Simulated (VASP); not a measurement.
# AlN (F-43m) in VASP: a series of runs

AlN is run at these levels: r2SCAN, PBEsol, LDA; tasks: single point.

Everything below comes from runs of VASP 6.6.1. Logs are shortened: lines on timing, memory, paths and dates and some standing lists are left out, and cuts for length are marked.

## Step 1: The cell of the first run

The structure is cubic, space group F-43m (No. 216). Conventional cell: a = 4.370 Å, b = 4.370 Å, c = 4.370 Å, α = 90.00°, β = 90.00°, γ = 90.00°. Within 2.5 Å of Al (site symmetry -43m) lie 4 N at 1.89 Å. Within 2.5 Å of N (site symmetry -43m) lie 4 Al at 1.89 Å.

## Step 2: Single point, r2SCAN

POSCAR reads:

```
AlN
1.0
    0.0000000000      2.1848764127      2.1848764127
    2.1848764127      0.0000000000      2.1848764127
    2.1848764127      2.1848764127      0.0000000000
Al N
1 1
Direct
    0.0000000000      0.0000000000      0.0000000000
    0.2500000000      0.2500000000      0.2500000000
```

INCAR.step1 reads:

```
SYSTEM = AlN
ALGO = Normal
EDIFF = 1E-4
ENCUT = 520
GGA = PE
ISMEAR = 0
LASPH = .TRUE.
LCHARG = .FALSE.
LREAL = .FALSE.
LWAVE = .TRUE.
NBANDS = 11
NELM = 60
PREC = Accurate
SIGMA = 0.01
```

INCAR.step2 reads:

```
SYSTEM = AlN
ALGO = Normal
EDIFF = 1E-7
ENCUT = 520
ISIF = 2
ISMEAR = 0
ISTART = 1
LASPH = .TRUE.
LCHARG = .FALSE.
LMIXTAU = .TRUE.
LREAL = .FALSE.
LWAVE = .FALSE.
METAGGA = R2SCAN
NBANDS = 11
NELM = 60
PREC = Accurate
SIGMA = 0.01
```

KPOINTS reads:

```
k-points
0
G
  8 8 8
  0 0 0
```

Potentials or basis: VASP PAW PBE potentials, release 64 (Al, N).

Command:

```sh
$ cat potpaw_PBE.64/Al/POTCAR potpaw_PBE.64/N/POTCAR > POTCAR
$ cp INCAR.step1 INCAR
$ mpirun -np 1 vasp_std > vasp.out
$ cp INCAR.step2 INCAR
$ mpirun -np 1 vasp_std > vasp.out
```

OUTCAR:

```text
SYSTEM = AlN
   EDIFF = 1E-7
   ENCUT = 520
   ISIF = 2
   ISMEAR = 0
   ISTART = 1
   LASPH = .TRUE.
   LREAL = .FALSE.
   METAGGA = R2SCAN
   NELM = 60
   PREC = Accurate

 ion  position               nearest neighbor table
   1  0.000  0.000  0.000-   2 1.89   2 1.89   2 1.89   2 1.89
   2  0.250  0.250  0.250-   1 1.89   1 1.89   1 1.89   1 1.89

  LATTYP: Found a face centered cubic cell.
 ALAT       =     4.3697528254

  Lattice vectors:

 A1 = (   0.0000000000,   2.1848764127,   2.1848764127)
 A2 = (   2.1848764127,   0.0000000000,   2.1848764127)
 A3 = (   2.1848764127,   2.1848764127,   0.0000000000)

Analysis of symmetry for initial positions (statically):
=====================================================================
 Subroutine PRICEL returns:
 Original cell was already a primitive cell.

 Routine SETGRP: Setting up the symmetry group for a
 face centered cubic supercell.

 Subroutine GETGRP returns: Found 24 space group operations
 (whereof 24 operations were pure point group operations)
 out of a pool of 48 trial point group operations.

The static configuration has the point symmetry T_d .

Analysis of symmetry for dynamics (positions and initial velocities):
=====================================================================
 Subroutine PRICEL returns:
 Original cell was already a primitive cell.

 Routine SETGRP: Setting up the symmetry group for a
 face centered cubic supercell.

 Subroutine GETGRP returns: Found 24 space group operations
 (whereof 24 operations were pure point group operations)
 out of a pool of 48 trial point group operations.

The dynamic configuration has the point symmetry T_d .

 Subroutine INISYM returns: Found 24 space group operations
 (whereof 24 operations are pure point group operations),
 and found     1 'primitive' translations

----------------------------------------------------------------------------------------

                                     Primitive cell

  volume of cell :      20.8598

  direct lattice vectors                    reciprocal lattice vectors
     0.000000000  2.184876413  2.184876413    -0.228845896  0.228845896  0.228845896
     2.184876413  0.000000000  2.184876413     0.228845896 -0.228845896  0.228845896
     2.184876413  2.184876413  0.000000000     0.228845896  0.228845896 -0.228845896

  length of vectors
     3.089881855  3.089881855  3.089881855     0.396372719  0.396372719  0.396372719

  position of ions in fractional coordinates (direct lattice)
     0.000000000  0.000000000  0.000000000
     0.250000000  0.250000000  0.250000000

  ion indices of the primitive-cell ions
   primitive index   ion index
                 1           1
                 2           2

----------------------------------------------------------------------------------------

 KPOINTS: k-points

Automatic generation of k-mesh.
 Grid dimensions read from file:
 generate k-points for:    8    8    8

 Generating k-lattice:

  Cartesian coordinates                     Fractional coordinates (reciprocal lattice)
    -0.028605737  0.028605737  0.028605737     0.125000000  0.000000000  0.000000000
     0.028605737 -0.028605737  0.028605737     0.000000000  0.125000000  0.000000000
     0.028605737  0.028605737 -0.028605737     0.000000000  0.000000000  0.125000000

  Length of vectors
     0.049546590  0.049546590  0.049546590

  Shift w.r.t. Gamma in fractional coordinates (k-lattice)
     0.000000000  0.000000000  0.000000000

 Subroutine IBZKPT returns following result:
 ===========================================

 Found     29 irreducible k-points:

 Following reciprocal coordinates:
            Coordinates               Weight
  0.000000  0.000000  0.000000      1.000000
  0.125000  0.000000  0.000000      8.000000
  0.250000  0.000000  0.000000      8.000000
  0.375000  0.000000  0.000000      8.000000
  0.500000  0.000000  0.000000      4.000000
  0.125000  0.125000  0.000000      6.000000
[... 16 lines left out ...]
  0.500000  0.250000  0.125000     48.000000
 -0.375000  0.250000  0.125000     24.000000
 [... further k-points ...]
   k-points           NKPTS =     29   k-points in BZ     NKDIM =     29   number of bands    NBANDS=     11
   number of dos      NEDOS =    301   number of ions     NIONS =      2
   total plane-waves  NPLWV =  13824
   dimension x,y,z NGX =    24 NGY =   24 NGZ =   24
   dimension x,y,z NGXF=    48 NGYF=   48 NGZF=   48
   ions per type =               1   1
   NGX,Y,Z   is equivalent  to a cutoff of  12.91, 12.91, 12.91 a.u.
   NGXF,Y,Z  is equivalent  to a cutoff of  25.83, 25.83, 25.83 a.u.
 SYSTEM =  AlN
   PREC   = accura    normal or accurate (medium, high low for compatibility)
   ISTART =      1    job   : 0-new  1-cont  2-samecut
   ICHARG =      0    charge: 1-file 2-atom 10-const
   ISPIN  =      1    spin polarized calculation?
   LNONCOLLINEAR =      F non collinear calculations
   LSORBIT =      F    spin-orbit coupling
   LASPH  =      T    aspherical Exc in radial PAW
   ENCUT  =  520.0 eV  38.22 Ry    6.18 a.u.   5.75  5.75  5.75*2*pi/ulx,y,z
   NELM   =     60;   NELMIN=  2; NELMDL=  0     # of ELM steps
   EDIFF  = 0.1E-06   stopping-criterion for ELM
   LREAL  =      F    real-space projection
   EDIFFG = 0.1E-05   stopping-criterion for IOM
   NSW    =      0    number of steps for IOM
   IBRION =     -1    ionic relax: 0-MD 1-quasi-New 2-CG
   NFREE  =      0    steps in history (QN), initial steepest desc. (CG)
   ISIF   =      2    stress and relaxation
   ISYM   =      2    0-nonsym 1-usesym 2-fastsym
   POTIM  = 0.5000    time-step for ionic-motion
   TEBEG  =    0.0;   TEEND  =   0.0 temperature during run
   PSTRESS=    0.0 pullay stress
   NELECT =       8.0000    total number of electrons
   NUPDOWN=      -1.0000    fix difference up-down
   EMIN   =  10.00;   EMAX   =-10.00  energy-range for DOS
   EFERMI =   0.00;   METHOD = LEGACY
   ISMEAR =     0;   SIGMA  =   0.01  broadening in eV -4-tet -1-fermi 0-gaus
   EFERMI_NEDOS =   21; number of points for ismear=-14 and -15
   IALGO  =     38    algorithm
   IMIX   =      4    mixing-type and parameters
     AMIX     =   0.40;   BMIX     =  1.00
     AMIX_MAG =   1.60;   BMIX_MAG =  1.00
  volume/ion in A,a.u.               =      10.43        70.38
  Fermi-wavevector in a.u.,A,eV,Ry     =   1.189418  2.247675 19.248378  1.414716
  Thomas-Fermi vector in A             =   2.325526
   LORBIT       =      0    0 simple, 1 ext, 2 COOP (PROOUT), +10 PAW based schemes
   METAGGA = R2SCAN    functional components
   LHFCALC =     F    Hartree Fock is set to
   AEXX    =    0.0000 exact exchange contribution
   IVDW    =     0    specifies the selected vdW correction
   LEPSILON=     F    determine dielectric tensor
   LRPA    =     F    only Hartree local field effects (RPA)
 non-spin polarized calculation
 Gauss-broadening in eV      SIGMA  =   0.01
  energy-cutoff  :      520.00
  volume of cell :       20.86
 maximum number of plane-waves:       588
   NGX = 11   NGY = 11   NGZ = 11

 number of electron       8.0000000 magnetization

 Free energy of the ion-electron system (eV)
  ---------------------------------------------------
  ext. energy  EPLUGINS =         0.00000000
  ---------------------------------------------------
  free energy    TOTEN  =       -19.17961492 eV

  energy without entropy =      -19.17961492  energy(sigma->0) =      -19.17961492

 E-fermi :   5.8365     XC(G=0): -11.4129

 val. band max:        5.6818746408   @ k =   0.0000   0.0000   0.0000
 cond. band min:       9.6155930987   @ k =   0.5000   0.5000   0.0000
 fundamental gap:      3.9337184579
 Fermi energy:         5.8365040024

 k-point     1 :       0.0000    0.0000    0.0000
  band No.  band energies     occupation
      1     -10.0528      2.00000
      2       5.6819      2.00000
      3       5.6819      2.00000
      4       5.6819      2.00000
      5      10.5629      0.00000
      6      19.1906      0.00000
      7      19.1906      0.00000
      8      19.1906      0.00000
      9      24.2061      0.00000
     10      24.2061      0.00000
     11      25.9160      0.00000

 k-point     2 :       0.1250    0.0000    0.0000
  band No.  band energies     occupation
      1      -9.8257      2.00000
      2       4.5113      2.00000
      3       5.6027      2.00000
      4       5.6027      2.00000
      5      11.5097      0.00000
      6      18.6306      0.00000
      7      19.3689      0.00000
      8      19.3689      0.00000
      9      22.6961      0.00000
     10      22.6961      0.00000
     11      24.8485      0.00000

 k-point     3 :       0.2500    0.0000    0.0000
  band No.  band energies     occupation
      1      -9.2064      2.00000
      2       2.4004      2.00000
      3       5.4238      2.00000
      4       5.4238      2.00000
      5      12.8911      0.00000
      6      17.6218      0.00000
      7      18.8854      0.00000
      8      18.8854      0.00000
      9      22.9165      0.00000
     10      22.9165      0.00000
     11      24.0606      0.00000

 k-point     4 :       0.3750    0.0000    0.0000
  band No.  band energies     occupation
      1      -8.4360      2.00000
      2       0.5615      2.00000
      3       5.2600      2.00000
      4       5.2600      2.00000
      5      13.6661      0.00000
      6      16.8201      0.00000
      7      17.9762      0.00000
      8      17.9762      0.00000
      9      24.4501      0.00000
     10      25.1137      0.00000
     11      25.1137      0.00000
[... 239 lines left out ...]
 k-point    22 :       0.3750    0.2500    0.1250
  band No.  band energies     occupation
      1      -8.7108      2.00000
      2       2.0911      2.00000
      3       4.1931      2.00000
      4       5.0758      2.00000
      5      13.2319      0.00000
      6      17.0728      0.00000
      7      17.4707      0.00000
      8      19.9057      0.00000
      9      21.3630      0.00000
     10      25.9411      0.00000
     11      28.4637      0.00000

 k-point    23 :       0.5000    0.2500    0.1250
  band No.  band energies     occupation
      1      -8.0501      2.00000
      2       1.0290      2.00000
      3       3.5993      2.00000
      4       4.7474      2.00000
      5      13.4655      0.00000
      6      16.1840      0.00000
      7      18.1993      0.00000
      8      19.4830      0.00000
      9      22.8185      0.00000
     10      26.5809      0.00000
     11      28.7051      0.00000

 k-point    24 :      -0.3750    0.2500    0.1250
  band No.  band energies     occupation
      1      -7.7277      2.00000
      2       0.5169      2.00000
      3       3.4449      2.00000
      4       4.5595      2.00000
      5      13.5198      0.00000
      6      15.7932      0.00000
      7      18.8594      0.00000
      8      19.3011      0.00000
      9      24.0122      0.00000
     10      25.6218      0.00000
     11      29.0583      0.00000

 [... further k-points ...]

------------------------ aborting loop because EDIFF is reached ----------------------------------------

  FORCE on cell =-STRESS in cart. coord.  units (eV):
  Direction    XX          YY          ZZ          XY          YZ          ZX
  --------------------------------------------------------------------------------------
  -------------------------------------------------------------------------------------
  Total       -0.0506299     -0.0506299     -0.0506299      0.0000000      0.0000000      0.0000000
  in kB       -3.8887210     -3.8887210     -3.8887210      0.0000000      0.0000000      0.0000000
  external PRESSURE =      -3.8887210 kB  Pullay stress =       0.0000000 kB

 VOLUME and BASIS-vectors are now :
 -----------------------------------------------------------------------------
  energy-cutoff  :      520.00
  volume of cell :       20.86
      direct lattice vectors                 reciprocal lattice vectors
     0.000000000  2.184876413  2.184876413    -0.228845896  0.228845896  0.228845896
     2.184876413  0.000000000  2.184876413     0.228845896 -0.228845896  0.228845896
     2.184876413  2.184876413  0.000000000     0.228845896  0.228845896 -0.228845896

 POSITION                                       TOTAL-FORCE (eV/Angst)
 -----------------------------------------------------------------------------------
      0.00000      0.00000      0.00000        -0.000000     -0.000000     -0.000000
      1.09244      1.09244      1.09244         0.000000      0.000000      0.000000
 -----------------------------------------------------------------------------------
    total drift:                               -0.000000     -0.000000     -0.000000

  FREE ENERGIE OF THE ION-ELECTRON SYSTEM (eV)
  ---------------------------------------------------
  free  energy   TOTEN  =       -19.1796149187 eV

  energy  without entropy=      -19.1796149187  energy(sigma->0) =      -19.17961492
```

Run time: 40 s. Hardware: 1 thread of Intel Xeon 6975P-C, shared host; peak memory 0.14 GiB.

What came out:

```
Free energy            : -19.1796 eV
Pressure               : -0.4 GPa
Band gap on the k mesh : 3.93 eV, indirect (least direct gap 4.88 eV)
```

Caveat: the PAW data sets were made with another functional, which shifts forces and pressure a little. r2SCAN opens gaps a little over a GGA but as a rule still falls short of measured ones.

## Step 3: Single point, PBEsol

INCAR reads:

```
SYSTEM = AlN
ALGO = Normal ; EDIFF = 1E-6
ENCUT = 600 ; GGA = PS
GGA_COMPAT = .False. ; ISIF = 2
ISMEAR = 0 ; LASPH = .True.
LCHARG = .False. ; LREAL = .False.
LWAVE = .False. ; NBANDS = 11
NELM = 120 ; PREC = Accurate
SIGMA = 0.01
```

KPOINTS reads:

```
k-points
0
Gamma
  6 6 6
  0 0 0
```

POSCAR is that of step 2.

Potentials or basis: VASP PAW PBE potentials, release 64 (Al, N).

Command:

```sh
$ cat potpaw_PBE.64/Al/POTCAR potpaw_PBE.64/N/POTCAR > POTCAR
$ mpirun -np 1 vasp_std > vasp.out
```

It took 11 s on 1 thread of Intel Xeon 8259CL, shared host; peak memory 0.15 GiB.

Results (log left out):

| Quantity | Value |
| --- | --- |
| Free energy | -15.6106 eV |
| Pressure | 0.9 GPa |
| Band gap on the k mesh | 3.18 eV, indirect (least direct gap 4.12 eV) |

Levels at points of the mesh, in eV from the valence-band top:
```
           k point  band 2  band 3  band 4  band 5  band 6  band 7
(0.00, 0.00, 0.00)    0.00    0.00    0.00    4.12   12.45   12.45
(0.50, 0.00, 0.00)   -5.91   -0.48   -0.48    7.27    9.76   11.03
(0.50, 0.50, 0.00)   -4.94   -1.79   -1.79    3.18    8.47   13.86
```

Caveat: the PAW data sets were made with another functional, which shifts forces and pressure a little.

## Step 4: Single point, LDA

INCAR reads:

```
PREC = Accurate
ENCUT = 600
EDIFF = 1E-6
ISMEAR = 0
SIGMA = 0.01
LREAL = False
LASPH = True
NELM = 120
ALGO = Normal
ISIF = 2
LWAVE = False
LCHARG = False
NBANDS = 11
GGA_COMPAT = False
```

KPOINTS reads:

```
Automatic mesh
0
Gamma
  10 10 10
```

POSCAR is that of step 3.

Potentials or basis: VASP PAW LDA potentials, release 64 (Al, N).

Command:

```sh
$ cat potpaw_LDA.64/Al/POTCAR potpaw_LDA.64/N/POTCAR > POTCAR
$ mpirun -np 1 vasp_std > vasp.out
```

Wall time 23 s (1 thread of Intel Xeon 8259CL, shared host); peak memory 0.14 GiB.

Results (log left out):

```
Free energy            : -16.3730 eV
Pressure               : -3.4 GPa
Band gap on the k mesh : 3.22 eV, indirect (least direct gap 4.22 eV)
```

Levels at points of the mesh, in eV from the valence-band top:
| k point | band 2 | band 3 | band 4 | band 5 | band 6 | band 7 |
| --- | --- | --- | --- | --- | --- | --- |
| (0.00, 0.00, 0.00) | 0.00 | 0.00 | 0.00 | 4.22 | 12.32 | 12.32 |
| (0.50, 0.00, 0.00) | -5.90 | -0.49 | -0.49 | 7.26 | 9.76 | 10.96 |
| (0.50, 0.50, 0.00) | -4.95 | -1.79 | -1.79 | 3.22 | 8.40 | 13.74 |

## Step 5: The runs side by side

```tsv
level	potentials or basis	k mesh	cutoff (eV)	gap on the mesh (eV)	pressure (GPa)
r2SCAN	VASP PAW PBE potentials, release 64 (Al, N)	8 × 8 × 8	520	3.93	-0.4
PBEsol	VASP PAW PBE potentials, release 64 (Al, N)	6 × 6 × 6	600	3.18	0.9
LDA	VASP PAW LDA potentials, release 64 (Al, N)	10 × 10 × 10	600	3.22	-3.4
```

Alike in all rows: task single point; no spin polarisation; cell as given; smearing gaussian 0.01 eV.

Caveats: the PAW data sets were made with another functional, which shifts forces and pressure a little (some runs).

Absolute energies hang on the potentials; compare differences alone.
